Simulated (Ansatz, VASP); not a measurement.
Two plane-wave programs on CoSi

Contents of INCAR:

```
PREC = Accurate
ENCUT = 520
EDIFF = 1E-7
ISMEAR = -1
SIGMA = 0.1
LREAL = False
LASPH = True
NELM = 150
ALGO = Normal
ISIF = 2
LWAVE = False
LCHARG = False
MAGMOM = 0 0 0.4 0 0 0
LORBIT = 11
LSORBIT = True
GGA_COMPAT = False
LORBMOM = True
LMAXMIX = 4
GGA = PE
NBANDS = 25
```

Contents of KPOINTS:

```
regular mesh
0
Gamma
  11 11 10
```

Contents of POSCAR:

```
CoSi
1.0
    2.6888170659      0.0000000000      0.0000000000
    0.0000000000      2.6888170659      0.0000000000
    0.0000000000      0.0000000000      2.9760273800
Co Si
1 1
Direct
    0.0000000000      0.0000000000      0.0000000000
    0.5000000000      0.5000000000      0.5000000000
```

Input for Ansatz:

```yaml
crystal:
  lattice:
    - [2.6888170659, 0.0, 0.0]
    - [0.0, 2.6888170659, 0.0]
    - [0.0, 0.0, 2.97602738]
  atoms:
    - { symbol: Co, position: [0.0, 0.0, 0.0], spin: 0.4, spin_axis: [0.0, 0.0, 1.0] }
    - { symbol: Si, position: [0.5, 0.5, 0.5] }
magnetization:
  noncollinear: true
  spin_orbit: true
kpoints:
  mp_grid: { grid: [11, 11, 10] }
scf:
  occupations: { method: fermi_dirac, width: 0.1 }
  convergence: { dr2_threshold: 1.0e-09 }
  max_iter: 120
  lower_state_search: "off"
hamiltonian:
  xc: pbe
  pseudopotentials: { kind: paw_fr }
output:
  eigenvalues: false
  hubbard: { sites: [{ species: Co, l: d }] }
  write_density: true
  write_potential: true
  elf: true
  volumetric_format: npy
```

Change from the starting cell: stretched by +7 % along [0.0, 0.0, 1.0] at fixed volume; spin-orbit coupling, moments along 001, PAW files.

Alike in both runs: task single point; functional PBE; k mesh 11 × 11 × 10; occupations fermi-dirac, width 0.1 eV; non-collinear spin, spin-orbit coupling.

|  | VASP | Ansatz |
| --- | --- | --- |
| version | VASP 6.6.1 | Ansatz 0.2.0 |
| potentials or method | VASP PAW PBE potentials, release 64 (Co, Si) | PAW with Ansatz's default frozen-core files, fully relativistic files with spin-orbit coupling |
| plane-wave cutoff (eV) | 520 | 420 |
| valence electrons in the cell | 13 | 21 |

|  | VASP | Ansatz | Ansatz less VASP |
| --- | --- | --- | --- |
| net moment per atom (μB) | 0.20 | 0.20 | +0.005 |

VASP's potentials hold 13 valence electrons a cell and Ansatz's 21, so a difference there can come from the potentials and not from the codes.
